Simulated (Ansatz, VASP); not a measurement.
Given: the input of a run of VASP 6.6.1 on Sn.

The input INCAR:

```
SYSTEM = Sn
ALGO = Normal
EDIFF = 1E-6
EDIFFG = -0.01
ENCUT = 600
GGA = RP
IBRION = 2
ISIF = 3
ISMEAR = -1
IVDW = 12
LASPH = .TRUE.
LCHARG = .FALSE.
LREAL = .FALSE.
LWAVE = .FALSE.
NELM = 100
NSW = 60
PREC = Accurate
SIGMA = 0.05
```

Contents of KPOINTS:

```
k-points
0
G
  7 7 7
  0 0 0
```

The input POSCAR:

```
Sn
1.0
    0.0000000000      3.2333428000      3.2333428000
    3.2333428000      0.0000000000      3.2333428000
    3.2333428000      3.2333428000      0.0000000000
Sn
2
Direct
    0.7500000000      0.7500000000      0.7500000000
    0.5000000000      0.5000000000      0.5000000000
```

Potentials or basis: VASP PAW PBE potentials, release 64 (Sn_d).

Run with:

```bash
$ cat potpaw_PBE.64/Sn_d/POTCAR > POTCAR
$ mpirun -np 1 vasp_std > vasp.out
```

Q: Translate it to Ansatz 0.2.0. Potentials there: Ansatz PAW.

A: As run (the cutoff follows the program's own potentials):

Contents of input.yaml:

```yaml
crystal:
  lattice:
    - [0.0, 3.2333428, 3.2333428]
    - [3.2333428, 0.0, 3.2333428]
    - [3.2333428, 3.2333428, 0.0]
  atoms:
    - { symbol: Sn, position: [0.75, 0.75, 0.75] }
    - { symbol: Sn, position: [0.5, 0.5, 0.5] }
hamiltonian:
  xc: rpbe
  pseudopotentials: { kind: paw }
  dispersion: d3bj
kpoints:
  mp_grid: { grid: [7, 7, 7] }
scf:
  occupations: { method: fermi_dirac, width: 0.05 }
output:
  forces: true
  stress: true
relax:
  f_tol: 0.01
  max_steps: 40
  cell: { stress_tol: 0.05 }
```

Potentials or basis: Ansatz PAW.

Launch:

```sh
$ ansatz run input.yaml --threads 2 --pin off --max-ram 5632MiB --backend cpu --events-out ev --progress --plain --runs-dir out
```

Both were run:

|  | VASP | Ansatz | Ansatz less VASP |
| --- | --- | --- | --- |
| relaxed volume (Å³/atom) | 31.75 | 31.77 | +0.018 |
| relaxed cell length with the largest relative difference (Å) | 4.478 | 4.479 | +0.0008 |

VASP's potentials were made for PBE, not for RPBE.

Noted on Ansatz's run: the plane-wave basis is chosen anew once the cell has moved, so the energies of steps on either side of that aren't comparable.
